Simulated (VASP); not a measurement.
A run of VASP 6.6.1 is set up as follows.

The input INCAR:

```
SYSTEM = Ba
PREC     = Accurate       ! precision mode
ENCUT    = 520            ! plane-wave cutoff, eV
EDIFF    = 1E-7           ! SCF threshold, eV
ISMEAR   = 0              ! smearing method
SIGMA    = 0.15           ! smearing width, eV
LREAL    = .False.        ! projectors in reciprocal space
LASPH    = .True.         ! aspherical terms in the spheres
NELM     = 80             ! most SCF steps
ALGO     = Fast           ! electronic algorithm
ISIF     = 2              ! what is computed and relaxed
LWAVE    = .False.        ! write WAVECAR
LCHARG   = .False.        ! write CHGCAR
GGA      = PE             ! functional
NBANDS   = 11             ! bands
```

KPOINTS

```
Automatic mesh
0
Gamma
  14 14 14
  0 0 0
```

Contents of POSCAR:

```
Ba
1.0
   -2.6562500000      2.3437500000      2.5000000000
    2.6562500000     -2.3437500000      2.5000000000
    2.6562500000      2.3437500000     -2.5000000000
Ba
1
Direct
    0.0000000000      0.0000000000      0.0000000000
```

Potentials or basis: VASP PAW PBE potentials, release 64 (Ba_sv).

Launch:

```console
$ cat potpaw_PBE.64/Ba_sv/POTCAR > POTCAR
$ mpirun -np 1 vasp_std > vasp.out
```

(1) What does it give for the band gap on the k mesh?

(2) Estimate the pressure.

## Answers

(1) zero (bands 5 and 6 overlap by 0.85 eV).

(2) 0.2 GPa.

Caveat: the cell differs from its parent crystal (strain +0.0625 x Voigt [1, -1, 0, 0, 0, 0]); spin-orbit coupling is left out, which moves the levels of the heavy elements.
